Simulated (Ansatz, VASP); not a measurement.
**Two plane-wave programs on BaAg2F6**

```
Ba Ag F
1.0
     0.00000    4.35123    4.35123
     4.35123    0.00000    4.35123
     4.35123    4.35123    0.00000
Ba Ag F
1 2 6
Direct
  0.50000 0.50000 0.50000
  0.75000 0.75000 0.75000
  0.25000 0.25000 0.25000
  0.00000 0.00000 0.50000
  0.50000 0.50000 0.00000
  0.00000 0.50000 0.00000
  0.50000 0.00000 0.00000
  0.50000 0.00000 0.50000
  0.00000 0.50000 0.50000
```

Change from the starting cell: relaxed end of: species swapped into the NaW2O6 type (Fm-3m, No. 225).

Alike in both runs: task single point; functional PBE; k mesh 4 × 4 × 4; occupations gaussian, width 0.1 eV; no spin polarisation.

|  | VASP | Ansatz |
| --- | --- | --- |
| version | VASP 6.6.1 | Ansatz 0.2.0 |
| potentials or method | VASP PAW PBE potentials, release 64 (Ba_sv, Ag, F), cutoff 520 eV | scalar-relativistic, plane waves, PAW |
| valence electrons in the cell | 74 | 90 |

VASP gave:

| Item | Value |
| --- | --- |
| gap on the k mesh at the Fermi level (eV) | none |
| pressure (GPa) | -0.1 |

**Question.** Estimate Ansatz's values.

**Answer.** gap on the k mesh at the Fermi level (eV): none; pressure (GPa): 0.0.

A gap of «none» marks a metal or a gap that the smearing closes. VASP's potentials hold 74 valence electrons a cell and Ansatz's 90, so a difference there can come from the potentials and not from the codes.

Spin-orbit coupling is off throughout.
